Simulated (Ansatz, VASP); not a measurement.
Zr2PdS3 in VASP and in Ansatz

```
Zr Pd S
1.0
     3.24529    0.00000    0.00000
     0.00000    3.24529    0.00000
     0.00000    0.00000    9.61968
Zr Pd S
2 1 3
Direct
  0.50000 0.50000 0.31831
  0.50000 0.50000 0.68169
  0.50000 0.50000 0.00000
  0.00000 0.00000 0.81796
  0.00000 0.00000 0.18204
  0.00000 0.00000 0.50000
```

Change from the starting cell: species swapped into the Li3Tl2Cd type (P4/mmm, No. 123).

Alike in both runs: functional PBE; k mesh 6 × 6 × 2; occupations gaussian, width 0.1 eV; no spin polarisation.

Ansatz relaxed the structure, and its values are those at the end. VASP's run is a single point on that final structure, the one shown.

|  | VASP | Ansatz |
| --- | --- | --- |
| version | VASP 6.6.1 | Ansatz 0.2.0 |
| potentials or method | VASP PAW PBE potentials, release 64 (Zr_sv, Pd, S), cutoff 520 eV | scalar-relativistic, plane waves, PAW |
| valence electrons in the cell | 52 | 60 |

VASP gave:

| Item | Value |
| --- | --- |
| gap on the k mesh at the Fermi level (eV) | none |
| pressure (GPa) | 0.0 |
| rms of the force components (eV/Å) | 0.009 |

Which values does Ansatz return?

gap on the k mesh at the Fermi level (eV): none; pressure (GPa): 0.0; rms of the force components (eV/Å): 0.006.

A gap of «none» marks a metal or a gap that the smearing closes. VASP's potentials hold 52 valence electrons a cell and Ansatz's 60, so a difference there can come from the potentials and not from the codes.
